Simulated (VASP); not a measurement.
# KBr (Pm-3m) in VASP: a series of runs

Runs on KBr. Level: PBE. Tasks: single point.

Program: VASP 6.6.1. These are calculated values, not measurements. Logs are shortened: lines on timing, memory, paths and dates and some standing lists are left out, and cuts for length are marked.

## Step 1: The cell of the first run

Symmetry: Pm-3m, No. 221, cubic system. Conventional cell: a = 3.976 Å, b = 3.976 Å, c = 3.976 Å, α = 90.00°, β = 90.00°, γ = 90.00°. K (site symmetry m-3m) has 8 Br at 3.44 Å and 6 K at 3.98 Å within 4.5 Å. Within 4.5 Å of Br (site symmetry m-3m) lie 8 K at 3.44 Å and 6 Br at 3.98 Å.

## Step 2: Single point, PBE

Contents of INCAR:

```
ALGO = Normal
EDIFF = 1E-6
ENCUT = 500
GGA = PE
GGA_COMPAT = False
ISIF = 2
ISMEAR = 1
LASPH = True
LCHARG = False
LREAL = False
LWAVE = False
NBANDS = 15
NELM = 120
PREC = Accurate
SIGMA = 0.5
```

Contents of KPOINTS:

```
k-points
0
Gamma
  4 4 4
```

Contents of POSCAR:

```
KBr
1.0
    3.9762553130      0.0000000000      0.0000000000
    0.0000000000      3.9762553130      0.0000000000
    0.0000000000      0.0000000000      3.9762553130
K Br
1 1
Direct
    0.0000000000      0.0000000000      0.0000000000
    0.5000000000      0.5000000000      0.5000000000
```

Potentials or basis: VASP PAW PBE potentials, release 64 (K_sv, Br).

Command:

```console
> cat potpaw_PBE.64/K_sv/POTCAR potpaw_PBE.64/Br/POTCAR > POTCAR
> mpirun -np 1 vasp_std > vasp.out
```

OUTCAR:

```text
EDIFF = 1E-6
   ENCUT = 500
   GGA = PE
   ISIF = 2
   ISMEAR = 1
   LASPH = True
   LREAL = False
   NELM = 120
   PREC = Accurate

 ion  position               nearest neighbor table
   1  0.000  0.000  0.000-
   2  0.500  0.500  0.500-

  LATTYP: Found a simple cubic cell.
 ALAT       =     3.9762553130

  Lattice vectors:

 A1 = (   3.9762553130,   0.0000000000,   0.0000000000)
 A2 = (   0.0000000000,   3.9762553130,   0.0000000000)
 A3 = (   0.0000000000,   0.0000000000,   3.9762553130)

Analysis of symmetry for initial positions (statically):
=====================================================================
 Subroutine PRICEL returns:
 Original cell was already a primitive cell.

 Routine SETGRP: Setting up the symmetry group for a
 simple cubic supercell.

 Subroutine GETGRP returns: Found 48 space group operations
 (whereof 48 operations were pure point group operations)
 out of a pool of 48 trial point group operations.

The static configuration has the point symmetry O_h .

Analysis of symmetry for dynamics (positions and initial velocities):
=====================================================================
 Subroutine PRICEL returns:
 Original cell was already a primitive cell.

 Routine SETGRP: Setting up the symmetry group for a
 simple cubic supercell.

 Subroutine GETGRP returns: Found 48 space group operations
 (whereof 48 operations were pure point group operations)
 out of a pool of 48 trial point group operations.

The dynamic configuration has the point symmetry O_h .

 Subroutine INISYM returns: Found 48 space group operations
 (whereof 48 operations are pure point group operations),
 and found     1 'primitive' translations

----------------------------------------------------------------------------------------

                                     Primitive cell

  volume of cell :      62.8670

  direct lattice vectors                    reciprocal lattice vectors
     3.976255313  0.000000000  0.000000000     0.251492905  0.000000000  0.000000000
     0.000000000  3.976255313  0.000000000     0.000000000  0.251492905  0.000000000
     0.000000000  0.000000000  3.976255313     0.000000000  0.000000000  0.251492905

  length of vectors
     3.976255313  3.976255313  3.976255313     0.251492905  0.251492905  0.251492905

  position of ions in fractional coordinates (direct lattice)
     0.000000000  0.000000000  0.000000000
     0.500000000  0.500000000  0.500000000

  ion indices of the primitive-cell ions
   primitive index   ion index
                 1           1
                 2           2

----------------------------------------------------------------------------------------

 KPOINTS: k-points

Automatic generation of k-mesh.
 Grid dimensions read from file:
 generate k-points for:    4    4    4

 Generating k-lattice:

  Cartesian coordinates                     Fractional coordinates (reciprocal lattice)
     0.062873226  0.000000000  0.000000000     0.250000000  0.000000000  0.000000000
     0.000000000  0.062873226  0.000000000     0.000000000  0.250000000  0.000000000
     0.000000000  0.000000000  0.062873226     0.000000000  0.000000000  0.250000000

  Length of vectors
     0.062873226  0.062873226  0.062873226

  Shift w.r.t. Gamma in fractional coordinates (k-lattice)
     0.000000000  0.000000000  0.000000000

 Subroutine IBZKPT returns following result:
 ===========================================

 Found     10 irreducible k-points:

 Following reciprocal coordinates:
            Coordinates               Weight
  0.000000  0.000000  0.000000      1.000000
  0.250000  0.000000  0.000000      6.000000
  0.500000  0.000000  0.000000      3.000000
  0.250000  0.250000  0.000000     12.000000
  0.500000  0.250000  0.000000     12.000000
  0.500000  0.500000  0.000000      3.000000
  0.250000  0.250000  0.250000      8.000000
  0.500000  0.250000  0.250000     12.000000
  0.500000  0.500000  0.250000      6.000000
  0.500000  0.500000  0.500000      1.000000
   k-points           NKPTS =     10   k-points in BZ     NKDIM =     10   number of bands    NBANDS=     15
   number of dos      NEDOS =    301   number of ions     NIONS =      2
   total plane-waves  NPLWV =  27000
   dimension x,y,z NGX =    30 NGY =   30 NGZ =   30
   dimension x,y,z NGXF=    60 NGYF=   60 NGZF=   60
   ions per type =               1   1
   NGX,Y,Z   is equivalent  to a cutoff of  12.54, 12.54, 12.54 a.u.
   NGXF,Y,Z  is equivalent  to a cutoff of  25.09, 25.09, 25.09 a.u.
 SYSTEM =  unknown system
   PREC   = accura    normal or accurate (medium, high low for compatibility)
   ISTART =      0    job   : 0-new  1-cont  2-samecut
   ICHARG =      2    charge: 1-file 2-atom 10-const
   ISPIN  =      1    spin polarized calculation?
   LNONCOLLINEAR =      F non collinear calculations
   LSORBIT =      F    spin-orbit coupling
   LASPH  =      T    aspherical Exc in radial PAW
   ENCUT  =  500.0 eV  36.75 Ry    6.06 a.u.   7.25  7.25  7.25*2*pi/ulx,y,z
   NELM   =    120;   NELMIN=  2; NELMDL= -5     # of ELM steps
   EDIFF  = 0.1E-05   stopping-criterion for ELM
   LREAL  =      F    real-space projection
   EDIFFG = 0.1E-04   stopping-criterion for IOM
   NSW    =      0    number of steps for IOM
   IBRION =     -1    ionic relax: 0-MD 1-quasi-New 2-CG
   NFREE  =      0    steps in history (QN), initial steepest desc. (CG)
   ISIF   =      2    stress and relaxation
   ISYM   =      2    0-nonsym 1-usesym 2-fastsym
   POTIM  = 0.5000    time-step for ionic-motion
   TEBEG  =    0.0;   TEEND  =   0.0 temperature during run
   PSTRESS=    0.0 pullay stress
   NELECT =      16.0000    total number of electrons
   NUPDOWN=      -1.0000    fix difference up-down
   EMIN   =  10.00;   EMAX   =-10.00  energy-range for DOS
   EFERMI =   0.00;   METHOD = LEGACY
   ISMEAR =     1;   SIGMA  =   0.50  broadening in eV -4-tet -1-fermi 0-gaus
   EFERMI_NEDOS =   21; number of points for ismear=-14 and -15
   IALGO  =     38    algorithm
   IMIX   =      4    mixing-type and parameters
     AMIX     =   0.40;   BMIX     =  1.00
     AMIX_MAG =   1.60;   BMIX_MAG =  1.00
  volume/ion in A,a.u.               =      31.43       212.12
  Fermi-wavevector in a.u.,A,eV,Ry     =   1.037466  1.960527 14.644438  1.076336
  Thomas-Fermi vector in A             =   2.171905
   LORBIT       =      0    0 simple, 1 ext, 2 COOP (PROOUT), +10 PAW based schemes
   GGA     = PE    functional components
   LHFCALC =     F    Hartree Fock is set to
   AEXX    =    0.0000 exact exchange contribution
   IVDW    =     0    specifies the selected vdW correction
   LEPSILON=     F    determine dielectric tensor
   LRPA    =     F    only Hartree local field effects (RPA)
 non-spin polarized calculation
 Methfessel and Paxton  Order N= 1 SIGMA  =   0.50
  energy-cutoff  :      500.00
  volume of cell :       62.87
 maximum number of plane-waves:      1628
 NGX is ok and might be reduce to    30
   NGX = 15   NGY = 15   NGZ = 15

 number of electron      15.9999996 magnetization

 Free energy of the ion-electron system (eV)
  ---------------------------------------------------
  ext. energy  EPLUGINS =         0.00000000
  ---------------------------------------------------
  free energy    TOTEN  =        -6.04471751 eV

  energy without entropy =       -6.07356239  energy(sigma->0) =       -6.05433247

 E-fermi :  -0.2719     XC(G=0):  -8.0356

 val. band max:       -0.5057310951   @ k =   0.5000   0.5000   0.0000
 cond. band min:       3.5151634369   @ k =   0.0000   0.0000   0.0000
 fundamental gap:      4.0208945320
 Fermi energy:        -0.2718956943

 k-point     1 :       0.0000    0.0000    0.0000
  band No.  band energies     occupation
      1     -29.1090      2.00000
      2     -13.3859      2.00000
      3     -12.5294      2.00000
      4     -12.5294      2.00000
      5     -12.5294      2.00000
      6      -0.7829      2.05452
      7      -0.7829      2.05452
      8      -0.7829      2.05452
      9       3.5152     -0.00000
     10       5.2839     -0.00000
     11       5.2839     -0.00000
     12       9.2535     -0.00000
     13       9.2535     -0.00000
     14       9.2535     -0.00000
     15      11.9800      0.00000

 k-point     2 :       0.2500    0.0000    0.0000
  band No.  band energies     occupation
      1     -29.1027      2.00000
      2     -13.4782      2.00000
      3     -12.5177      2.00000
      4     -12.5177      2.00000
      5     -12.4243      2.00000
      6      -1.8400      2.00009
      7      -0.7733      2.05083
      8      -0.7733      2.05083
      9       4.7375     -0.00000
     10       5.7689     -0.00000
     11       6.5073     -0.00000
     12       9.1406     -0.00000
     13       9.1406     -0.00000
     14       9.5042     -0.00000
     15      10.1586      0.00000

 k-point     3 :       0.5000    0.0000    0.0000
  band No.  band energies     occupation
      1     -29.0963      2.00000
      2     -13.5647      2.00000
      3     -12.5060      2.00000
      4     -12.5060      2.00000
      5     -12.3191      2.00000
      6      -2.6017      2.00000
      7      -0.7648      2.04718
      8      -0.7648      2.04718
      9       6.1674     -0.00000
     10       6.6737     -0.00000
     11       7.4211     -0.00000
     12       8.4108     -0.00000
     13       9.2987     -0.00000
     14       9.2987     -0.00000
     15       9.8139      0.00000
[... 91 lines left out ...]
 k-point     9 :       0.5000    0.5000    0.2500
  band No.  band energies     occupation
      1     -29.0790      2.00000
      2     -13.0376      2.00000
      3     -12.6762      2.00000
      4     -12.6762      2.00000
      5     -12.5732      2.00000
      6      -2.0201      2.00001
      7      -2.0201      2.00001
      8      -1.3786      2.00756
      9       5.6297     -0.00000
     10       7.2399     -0.00000
     11       7.2399     -0.00000
     12       7.6400     -0.00000
     13       9.5852     -0.00000
     14       9.5852     -0.00000
     15      10.7938      0.00000

 k-point    10 :       0.5000    0.5000    0.5000
  band No.  band energies     occupation
      1     -29.0734      2.00000
      2     -12.9650      2.00000
      3     -12.6561      2.00000
      4     -12.6561      2.00000
      5     -12.6561      2.00000
      6      -2.0535      2.00001
      7      -2.0535      2.00001
      8      -2.0535      2.00001
      9       7.0062     -0.00000
     10       7.0062     -0.00000
     11       7.0062     -0.00000
     12       9.0877     -0.00000
     13       9.0877     -0.00000
     14       9.0877     -0.00000
     15      10.8222      0.00000

------------------------ aborting loop because EDIFF is reached ----------------------------------------

  FORCE on cell =-STRESS in cart. coord.  units (eV):
  Direction    XX          YY          ZZ          XY          YZ          ZX
  --------------------------------------------------------------------------------------
  -------------------------------------------------------------------------------------
  Total        0.3448976      0.3448976      0.3448976     -0.0000000     -0.0000000      0.0000000
  in kB        8.7897798      8.7897798      8.7897798     -0.0000000     -0.0000000      0.0000000
  external PRESSURE =       8.7897798 kB  Pullay stress =       0.0000000 kB

 VOLUME and BASIS-vectors are now :
 -----------------------------------------------------------------------------
  energy-cutoff  :      500.00
  volume of cell :       62.87
      direct lattice vectors                 reciprocal lattice vectors
     3.976255313  0.000000000  0.000000000     0.251492905  0.000000000  0.000000000
     0.000000000  3.976255313  0.000000000     0.000000000  0.251492905  0.000000000
     0.000000000  0.000000000  3.976255313     0.000000000  0.000000000  0.251492905

 POSITION                                       TOTAL-FORCE (eV/Angst)
 -----------------------------------------------------------------------------------
      0.00000      0.00000      0.00000         0.000000      0.000000      0.000000
      1.98813      1.98813      1.98813         0.000000      0.000000      0.000000
 -----------------------------------------------------------------------------------
    total drift:                                0.000000      0.000000     -0.000000

  FREE ENERGIE OF THE ION-ELECTRON SYSTEM (eV)
  ---------------------------------------------------
  free  energy   TOTEN  =        -6.0447175091 eV

  energy  without entropy=       -6.0735623892  energy(sigma->0) =       -6.05433247
```

Run time: 4.8 s. Hardware: 1 thread of Intel Xeon 6975P-C (Granite Rapids), shared host; peak memory 0.16 GiB.

Results:

- Free energy: -6.0447 eV
- Pressure: 0.9 GPa
- Band gap on the k mesh: 4.02 eV, indirect (least direct gap 4.30 eV)

## Step 3: Single point, PBE

Contents of INCAR:

```
SYSTEM = KBr
PREC = Accurate
ENCUT = 500
EDIFF = 1E-6
ISMEAR = -5
SIGMA = 0.1
LREAL = .FALSE.
LASPH = .TRUE.
NELM = 120
ALGO = Normal
ISIF = 2
LWAVE = .FALSE.
LCHARG = .FALSE.
GGA = PE
NBANDS = 15
GGA_COMPAT = .FALSE.
```

Contents of KPOINTS:

```
Automatic mesh
0
G
  4 4 4
  0 0 0
```

POSCAR is that of step 2.

Potentials or basis: VASP PAW PBE potentials, release 64 (K_sv, Br).

Command:

```console
> cat potpaw_PBE.64/K_sv/POTCAR potpaw_PBE.64/Br/POTCAR > POTCAR
> mpirun -np 1 vasp_std > vasp.out
```

Run time: 4.8 s. Hardware: 1 thread of Intel Xeon 6975P-C (Granite Rapids), shared host; peak memory 0.16 GiB.

It converged, with:

| Quantity | Value |
| --- | --- |
| Free energy | -6.0650 eV |
| Pressure | 0.9 GPa |
| Band gap on the k mesh | 4.02 eV, indirect (least direct gap 4.30 eV) |

Levels at points of the mesh, in eV from the valence-band top:
```csv
k point,band 5,band 6,band 7,band 8,band 9,band 10,band 11,band 12
"(0.00, 0.00, 0.00)",-12.03,-0.28,-0.28,-0.28,4.02,5.79,5.79,9.76
"(0.50, 0.00, 0.00)",-11.82,-2.10,-0.26,-0.26,6.67,7.18,7.92,8.92
"(0.50, 0.50, 0.00)",-11.99,-1.48,-1.48,0.00,5.23,6.54,8.07,8.07
"(0.50, 0.50, 0.50)",-12.15,-1.55,-1.55,-1.55,7.51,7.51,7.51,9.59
```
